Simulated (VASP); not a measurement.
## TiAl: single point with r2SCAN

The system is TiAl.

```
CELL_PARAMETERS angstrom
3.01800 0.00000 0.00000
0.00000 3.01800 0.00000
0.00000 0.00000 3.01800
ATOMIC_POSITIONS crystal
Ti 0.50000 0.50000 0.50000
Al 0.00000 0.00000 0.00000
```

```json
{"Program": "VASP 6.6.1", "Task": "single point", "Functional": "r2SCAN", "Potentials or basis": "VASP PAW PBE potentials, release 64 (Ti_sv, Al)", "Cutoff": "520 eV", "k mesh": "11 × 11 × 11", "Occupations": "methfessel-paxton, width 0.1 eV", "Spin": "no spin polarisation", "Dipole correction": "no", "Further INCAR settings": "ALGO = Normal; EDIFF = 1e-07; NBANDS = 14"}
```

The pressure is 24.0 GPa.

Levels at points of the mesh, in eV from the Fermi level:
| k point | band 4 | band 5 | band 6 | band 7 | band 8 | band 9 | band 10 | band 11 |
| --- | --- | --- | --- | --- | --- | --- | --- | --- |
| (0.00, 0.00, 0.00) | -34.06 | -10.57 | -2.07 | -2.07 | 2.44 | 2.44 | 2.44 | 5.49 |

Run time: 80 s on 1 thread of Intel(R) Xeon(R) Platinum 8375C CPU @ 2.90GHz (Ice Lake), on a shared host, peak memory 0.15 GiB.

Caveat: the PAW data sets were made with another functional, which shifts forces and pressure a little.
